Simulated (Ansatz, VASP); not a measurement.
## Al in VASP and in Ansatz

```
Al
1.0
     0.00000    2.18590    1.86206
     2.18590    0.00000    1.86206
     2.18590    2.18590    0.00000
Al
1
Direct
  0.00000 0.00000 0.00000
```

Change from the starting cell: strain +0.080 along x and y, -0.080 along z, atoms carried along.

Alike in both runs: task single point; functional PBE; k mesh 20 × 20 × 20; occupations gaussian, width 0.15 eV; no spin polarisation.

|  | VASP | Ansatz |
| --- | --- | --- |
| version | VASP 6.6.1 | Ansatz 0.2.0 |
| potentials or method | VASP PAW PBE potentials, release 64 (Al), cutoff 520 eV | scalar-relativistic, plane waves, PAW |
| valence electrons in the cell | 3 | 3 |

|  | VASP | Ansatz | Ansatz less VASP |
| --- | --- | --- | --- |
| gap on the k mesh at the Fermi level (eV) | none | none | - |
| pressure (GPa) | -3.9 | -3.9 | +0.02 |
| traceless stress, the component that is largest in VASP (GPa) | 4.41 | 4.41 | -0.005 |

A gap of «none» marks a metal or a gap that the smearing closes.
